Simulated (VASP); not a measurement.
A run of VASP 6.6.1:

File INCAR:

```
PREC     = Accurate       # precision mode
ENCUT    = 520            # plane-wave cutoff, eV
EDIFF    = 1E-6           # SCF threshold, eV
ISMEAR   = -1             # smearing method
SIGMA    = 0.05           # smearing width, eV
LREAL    = F              # projectors in reciprocal space
LASPH    = T              # aspherical terms in the spheres
NELM     = 60             # most SCF steps
ALGO     = Normal         # electronic algorithm
ISIF     = 2              # what is computed and relaxed
LWAVE    = F              # write WAVECAR
LCHARG   = F              # write CHGCAR
GGA      = CA             # functional
NBANDS   = 18             # bands
```

Contents of KPOINTS:

```
Automatic mesh
0
Gamma
  10 10 10
```

POSCAR

```
ScPt
1.0
    3.2700000000      0.0000000000      0.0000000000
    0.0000000000      3.2700000000      0.0000000000
    0.0000000000      0.0000000000      3.2700000000
Sc Pt
1 1
Direct
    0.5000000000      0.5000000000      0.5000000000
    0.0000000000      0.0000000000      0.0000000000
```

Potentials or basis: VASP PAW LDA potentials, release 64 (Sc_sv, Pt).

Command:

```console
$ cat potpaw_LDA.64/Sc_sv/POTCAR potpaw_LDA.64/Pt/POTCAR > POTCAR
$ mpirun -np 1 vasp_std > vasp.out
```

Hardware: 1 thread of AMD EPYC 7R43 64-Core Processor (Zen 3), on a shared host.

Estimate the wall time of this run.

Wall time 31 s on 1 thread of AMD EPYC 7R43 64-Core Processor (Zen 3) (shared host), peak memory 0.12 GiB. Counts: scf iterations 13, k points 56.
